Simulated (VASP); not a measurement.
Input of a VASP 6.6.1 run:

The input INCAR:

```
  ALGO = Normal
  EDIFF = 1E-7
  ENCUT = 520
  GGA = PE
  ISIF = 2
  ISMEAR = -1
  ISPIN = 2
  LASPH = True
  LCHARG = False
  LMAXMIX = 4
  LORBIT = 11
  LREAL = False
  LWAVE = False
  MAGMOM = 1.5
  NBANDS = 15
  NELM = 150
  PREC = Accurate
  SIGMA = 0.05
```

KPOINTS

```
k-points
0
Gamma
  20 20 20
```

The input POSCAR:

```
Ni
1.0
    0.0000000000      1.7502705000      1.7679500000
    1.7502705000      0.0000000000      1.7679500000
    1.7502705000      1.7502705000      0.0000000000
Ni
1
Direct
    0.0000000000      0.0000000000      0.0000000000
```

Potentials or basis: VASP PAW PBE potentials, release 64 (Ni).

Launch:

```bash
$ cat potpaw_PBE.64/Ni/POTCAR > POTCAR
$ mpirun -np 1 vasp_std > vasp.out
```

**Question.** Estimate the pressure.

**Answer.** 1.1 GPa.

**Question.** Predict the net moment.

**Answer.** 0.63 μB per cell.

**Question.** What does it give for the site moments?

**Answer.** Ni +0.64 μB.

Stress tensor (GPa, compression positive):
```
1.46 0.00 0.00
0.00 1.46 0.00
0.00 0.00 0.25
```

Caveat: the cell differs from its parent crystal (equal xx and yy strain of -1 %).
